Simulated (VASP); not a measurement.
A run of VASP 6.6.1 is set up as follows.

INCAR

```
SYSTEM = Sn3GeO4
ALGO = Normal
EDIFF = 1E-6
ENCUT = 910
GGA = PE
GGA_COMPAT = .FALSE.
ISIF = 2
ISMEAR = 0
LASPH = .TRUE.
LCHARG = .FALSE.
LREAL = .FALSE.
LWAVE = .FALSE.
NBANDS = 50
NELM = 120
PREC = Accurate
SIGMA = 0.1
```

KPOINTS

```
k-points
0
G
  4 4 2
  0 0 0
```

Contents of POSCAR:

```
Sn3GeO4
1.0
    2.7162677000     -2.7086529000      0.0000000000
    2.7162677000      2.7086529000      0.0000000000
   -0.0998158000      0.0000000000      9.8755503000
Sn Ge O
3 1 4
Direct
    0.2567350000      0.2567350000      0.8740750000
    0.2500450000      0.2500450000      0.3582300000
    0.7521810000      0.7521810000      0.6366740000
    0.7086680000      0.7086680000      0.1395410000
    0.2706330000      0.7535850000      0.2405900000
    0.7542680000      0.2538830000      0.7551500000
    0.2538830000      0.7542680000      0.7551500000
    0.7535850000      0.2706330000      0.2405900000
```

Potentials or basis: VASP PAW PBE potentials, release 64 (Sn_d, Ge_d, O_h).

Run with:

```console
$ cat potpaw_PBE.64/Sn_d/POTCAR potpaw_PBE.64/Ge_d/POTCAR potpaw_PBE.64/O_h/POTCAR > POTCAR
$ mpirun -np 1 vasp_std > vasp.out
```

Q: What does it give for the band gap on the k mesh?

A: 0.99 eV (least direct gap 1.68 eV).

Q: Predict the largest force.

A: 0.064 eV/Å.

Q: What does it give for the pressure?

A: 0.1 GPa.

Forces on the atoms (eV/Å):
```
Sn   0.004  0.000  0.063
Sn   0.001  0.000  0.060
Sn  -0.002  0.000 -0.061
Ge   0.000  0.000 -0.054
O   -0.003  0.001 -0.004
O    0.001  0.001  0.000
O    0.001 -0.001  0.000
O   -0.003 -0.001 -0.004
```

Caveat: the cutoff is under 1.25 times the usual one of these potentials, so pressure, stress and relaxed cells hold a basis-set (Pulay) error; spin-orbit coupling is left out, which moves the levels of the heavy elements. A k mesh can miss the band edges.
